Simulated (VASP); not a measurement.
# Ru (P6_3/mmc) in VASP: notebook, part 2 of 2

VASP 6.6.1. The steps go on from the part before.

**4. Single point, PBE**

File INCAR:

```
  PREC = Accurate
  ENCUT = 520
  EDIFF = 1E-6
  ISMEAR = -1
  SIGMA = 0.1
  LREAL = F
  LASPH = T
  NELM = 80
  ALGO = Normal
  ISIF = 2
  LWAVE = F
  LCHARG = T
  GGA = PE
  LELF = T
  LVHAR = T
  NBANDS = 21
```

File KPOINTS:

```
regular mesh
0
Gamma
  13 13 7
```

File POSCAR:

```
Ru
1.0
    2.7235595794      0.0000000000      0.0000000000
   -1.3617797897      2.3586717845      0.0000000000
    0.0000000000      0.0000000000      4.2890849607
Ru
2
Direct
    0.3333333333      0.6666666667      0.2500000000
    0.6666666667      0.3333333333      0.7500000000
```

Potentials or basis: VASP PAW PBE potentials, release 64 (Ru_pv).

Started as:

```console
> cat potpaw_PBE.64/Ru_pv/POTCAR > POTCAR
> mpirun -np 1 vasp_std > vasp.out
```

OUTCAR:

```text
PREC = Accurate
   ENCUT = 520
   EDIFF = 1E-6
   ISMEAR = -1
   LREAL = F
   LASPH = T
   NELM = 80
   ISIF = 2
   GGA = PE

 ion  position               nearest neighbor table
   1  0.333  0.667  0.250-   2 2.66   2 2.66   2 2.66   2 2.66   2 2.66   2 2.66
   2  0.667  0.333  0.750-   1 2.66   1 2.66   1 2.66   1 2.66   1 2.66   1 2.66

  LATTYP: Found a hexagonal cell.
 ALAT       =     2.7235595794
 C/A-ratio  =     1.5748085679

  Lattice vectors:

 A1 = (   2.7235595794,   0.0000000000,   0.0000000000)
 A2 = (  -1.3617797897,   2.3586717845,   0.0000000000)
 A3 = (   0.0000000000,   0.0000000000,   4.2890849607)

Analysis of symmetry for initial positions (statically):
=====================================================================
 Subroutine PRICEL returns:
 Original cell was already a primitive cell.

 Routine SETGRP: Setting up the symmetry group for a
 hexagonal supercell.

 Subroutine GETGRP returns: Found 24 space group operations
 (whereof 12 operations were pure point group operations)
 out of a pool of 24 trial point group operations.

The static configuration has the point symmetry D_3d.
[... 152 lines left out ...]
 number of electron      28.0000012 magnetization

 Free energy of the ion-electron system (eV)
  ---------------------------------------------------
  ext. energy  EPLUGINS =         0.00000000
  ---------------------------------------------------
  free energy    TOTEN  =       -18.48992399 eV

  energy without entropy =      -18.42969986  energy(sigma->0) =      -18.45981193

 E-fermi :  12.6079     XC(G=0): -14.0293

 val. band max:       12.6045074398   @ k =   0.2308   0.0000   0.2857
 cond. band min:      12.6130037407   @ k =   0.3846   0.0000   0.4286
 fundamental gap:      0.0084963009
 Fermi energy:        12.6078779808

 k-point     1 :       0.0000    0.0000    0.0000
  band No.  band energies     occupation
      1     -31.0243      2.00000
      2     -30.1372      2.00000
      3     -30.1372      2.00000
      4     -29.9705      2.00000
      5     -29.9705      2.00000
      6     -29.9236      2.00000
[... 565 lines left out ...]
     20      23.0124      0.00000
     21      23.7495      0.00000

 [... further k-points ...]
[... 5 lines left out ...]
  --------------------------------------------------------------------------------------
  -------------------------------------------------------------------------------------
  Total       -0.0366035     -0.0366035      0.0487543      0.0000000      0.0000000     -0.0000000
  in kB       -2.1284530     -2.1284530      2.8350100      0.0000000      0.0000000     -0.0000000
  external PRESSURE =      -0.4739653 kB  Pullay stress =       0.0000000 kB

 VOLUME and BASIS-vectors are now :
 -----------------------------------------------------------------------------
  energy-cutoff  :      520.00
  volume of cell :       27.55
      direct lattice vectors                 reciprocal lattice vectors
     2.723559579  0.000000000  0.000000000     0.367166559  0.211983712  0.000000000
    -1.361779790  2.358671784  0.000000000     0.000000000  0.423967424  0.000000000
     0.000000000  0.000000000  4.289084961     0.000000000  0.000000000  0.233149963

 POSITION                                       TOTAL-FORCE (eV/Angst)
 -----------------------------------------------------------------------------------
     -0.00000      1.57245      1.07227         0.000000     -0.000000      0.000000
      1.36178      0.78622      3.21681        -0.000000      0.000000      0.000000
 -----------------------------------------------------------------------------------
    total drift:                               -0.000000      0.000000     -0.000000

  FREE ENERGIE OF THE ION-ELECTRON SYSTEM (eV)
  ---------------------------------------------------
  free  energy   TOTEN  =       -18.4899239933 eV

  energy  without entropy=      -18.4296998584  energy(sigma->0) =      -18.45981193
```

OSZICAR:

```text
N       E                     dE             d eps       ncg     rms          rms(c)
DAV:   1     0.287440254375E+03    0.28744E+03   -0.17534E+04  3536   0.148E+03
DAV:   2    -0.139801314534E+02   -0.30142E+03   -0.29220E+03  3618   0.444E+02
DAV:   3    -0.198121743944E+02   -0.58320E+01   -0.58020E+01  4138   0.693E+01
DAV:   4    -0.198556021063E+02   -0.43428E-01   -0.43389E-01  4498   0.572E+00
DAV:   5    -0.198561014722E+02   -0.49937E-03   -0.49554E-03  4022   0.549E-01    0.172E+01
DAV:   6    -0.185694390532E+02    0.12867E+01   -0.28912E+00  4018   0.167E+01    0.452E+00
DAV:   7    -0.184977177596E+02    0.71721E-01   -0.46353E-01  4008   0.493E+00    0.982E-01
DAV:   8    -0.184907684695E+02    0.69493E-02   -0.16836E-02  3911   0.111E+00    0.439E-01
DAV:   9    -0.184899174673E+02    0.85100E-03   -0.12339E-03  3948   0.375E-01    0.340E-02
DAV:  10    -0.184899275071E+02   -0.10040E-04   -0.75727E-05  4073   0.891E-02    0.219E-02
DAV:  11    -0.184899242379E+02    0.32693E-05   -0.96515E-06  3943   0.292E-02    0.142E-03
DAV:  12    -0.184899239933E+02    0.24451E-06   -0.94839E-08  2469   0.306E-03
   1 F= -.18489924E+02 E0= -.18459812E+02  d E =-.602241E-01
```

stdout:

```text
POSCAR found type information on POSCAR Ru
 POSCAR found :  1 types and       2 ions
 scaLAPACK will be used
 LDA part: xc-table for (Slater+PW92), standard interpolation
 POSCAR, INCAR and KPOINTS ok, starting setup
 FFT: planning ... GRIDC
 FFT: planning ... GRID_SOFT
 FFT: planning ... GRID
 WAVECAR not read
 entering main loop
```

Run time: 53 s. Hardware: 1 thread of Intel Xeon 8259CL, shared host; peak memory 0.16 GiB.

What came out:

```
Free energy            : -18.4899 eV
Pressure               : 0.0 GPa
Band gap on the k mesh : zero (band 14 reaches 13.99 eV, above the bottom of band 15 at 11.05 eV)
```

Levels at points of the mesh, in eV from the Fermi level:
| k point | band 11 | band 12 | band 13 | band 14 | band 15 | band 16 | band 17 | band 18 |
| --- | --- | --- | --- | --- | --- | --- | --- | --- |
| (0.00, 0.00, 0.00) | -2.35 | -1.90 | -1.90 | -1.43 | -1.43 | 1.12 | 1.12 | 1.30 |

**5. Single point, PBE**

File INCAR:

```
SYSTEM = Ru
ALGO     = Normal         ! electronic algorithm
EDIFF    = 1E-6           ! SCF threshold, eV
ENCUT    = 520            ! plane-wave cutoff, eV
GGA      = PE             ! functional
ISIF     = 2              ! what is computed and relaxed
ISMEAR   = -1             ! smearing method
LASPH    = .TRUE.         ! aspherical terms in the spheres
LCHARG   = .TRUE.         ! write CHGCAR
LELF     = .TRUE.         ! ELF
LREAL    = .FALSE.        ! projectors in reciprocal space
LVHAR    = .TRUE.       
LWAVE    = .FALSE.        ! write WAVECAR
NBANDS   = 21             ! bands
NELM     = 60             ! most SCF steps
PREC     = Accurate       ! precision mode
SIGMA    = 0.1            ! smearing width, eV
```

File KPOINTS:

```
k-points
0
G
  13 13 7
  0 0 0
```

POSCAR is that of step 4.

Started as:

```console
> cat potpaw_PBE.64/Ru_pv/POTCAR > POTCAR
> mpirun -np 1 vasp_std > vasp.out
```

Wall time 62 s (1 thread of Intel Xeon 8259CL, shared host); peak memory 0.16 GiB.

The run converged. Its results:

```
Free energy            : -18.4899 eV
Pressure               : 0.0 GPa
Band gap on the k mesh : zero (band 14 reaches 13.99 eV, above the bottom of band 15 at 11.05 eV)
```

Stress tensor (GPa, compression positive):
```
-0.21  0.00  0.00
 0.00 -0.21  0.00
 0.00  0.00  0.28
```

Levels at points of the mesh, in eV from the Fermi level:
| k point | band 11 | band 12 | band 13 | band 14 | band 15 | band 16 | band 17 | band 18 |
| --- | --- | --- | --- | --- | --- | --- | --- | --- |
| (0.00, 0.00, 0.00) | -2.35 | -1.90 | -1.90 | -1.43 | -1.43 | 1.12 | 1.12 | 1.30 |

**6. Summary**

```csv
k mesh,gap on the mesh (eV),pressure (GPa)
8 × 8 × 5,none,-0.5
11 × 11 × 6,none,0.0
13 × 13 × 7,none,0.0
```

Alike in all rows: task single point; level PBE; potentials or basis VASP PAW PBE potentials, release 64 (Ru_pv); no spin polarisation; cell as given; cutoff (eV) 520; smearing fermi-dirac 0.1 eV.

Every run on the cell as given and a fine mesh finds a metal.

Total energies depend on the potentials used, so only differences within one code and one set of settings carry meaning.
